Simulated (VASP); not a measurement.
Hf2N, 6 atoms in the cell. It takes space group P4_2/mnm (No. 136, tetragonal). Conventional cell: a = 5.216 Å, b = 5.216 Å, c = 3.182 Å, α = 90.00°, β = 90.00°, γ = 90.00°. Hf (site symmetry m2m) has 3 N at 2.18 to 2.19 Å within 2.9 Å. N (site symmetry mmm) has 6 Hf at 2.18 to 2.19 Å within 2.9 Å. 

| Quantity | Value |
| --- | --- |
| Program | VASP 6.6.1 |
| Task | single point |
| Functional | LDA |
| Potentials or basis | VASP PAW LDA potentials, release 64 (Hf_pv, N) |
| Cutoff | 520 eV |
| k mesh | 8 × 8 × 12 |
| Occupations | fermi-dirac, width 0.15 eV |
| Spin | no spin polarisation |
| Dipole correction | no |
| Further INCAR settings | ALGO = Normal; EDIFF = 1e-06; NBANDS = 34 |

Potentials or basis: VASP PAW LDA potentials, release 64 (Hf_pv, N).

Launch:

```console
$ cat potpaw_LDA.64/Hf_pv/POTCAR potpaw_LDA.64/N/POTCAR > POTCAR
$ mpirun -np 1 vasp_std > vasp.out
```

Hardware: 1 thread of Intel Xeon 8259CL (shared host).

Task: How long does it take, and how much memory?

Result: It took 5.3 min on 1 thread of Intel Xeon 8259CL (shared host), peak memory 0.34 GiB. Counts: scf iterations 14, k points 105.
